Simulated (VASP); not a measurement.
Input of a VASP 6.6.1 run:

INCAR

```
  AGGAC = 1.0
  AGGAX = 1.0
  ALDAC = 0.0
  ALDAX = 1.0
  ALGO = Normal
  EDIFF = 1E-6
  ENCUT = 600
  GGA = B5
  GGA_COMPAT = F
  ISIF = 2
  ISMEAR = -1
  IVDW = 13
  LASPH = T
  LCHARG = F
  LREAL = F
  LWAVE = F
  NBANDS = 12
  NELM = 120
  PREC = Accurate
  SIGMA = 0.05
  VDW_A1 = 0.44488865
  VDW_A2 = 4.0933009
  VDW_S6 = 1.0
  VDW_S8 = 2.34076671
```

KPOINTS

```
k-points
0
Gamma
  13 13 13
```

File POSCAR:

```
Cu
1.0
    0.0000000000      1.8075000000      1.8075000000
    1.8075000000      0.0000000000      1.8075000000
    1.8075000000      1.8075000000      0.0000000000
Cu
1
Direct
    0.0000000000      0.0000000000      0.0000000000
```

Potentials or basis: VASP PAW PBE potentials, release 64 (Cu).

Launch:

```bash
$ cat potpaw_PBE.64/Cu/POTCAR > POTCAR
$ mpirun -np 1 vasp_std > vasp.out
```

(1) Estimate the dispersion energy per atom.

(2) Estimate the pressure.

Results:

(1) -1.093 eV.

(2) -4.2 GPa.

Caveat: the PAW data sets were made with another functional, which shifts forces and pressure a little; pairwise dispersion overbinds metals, which lowers pressure and volume.
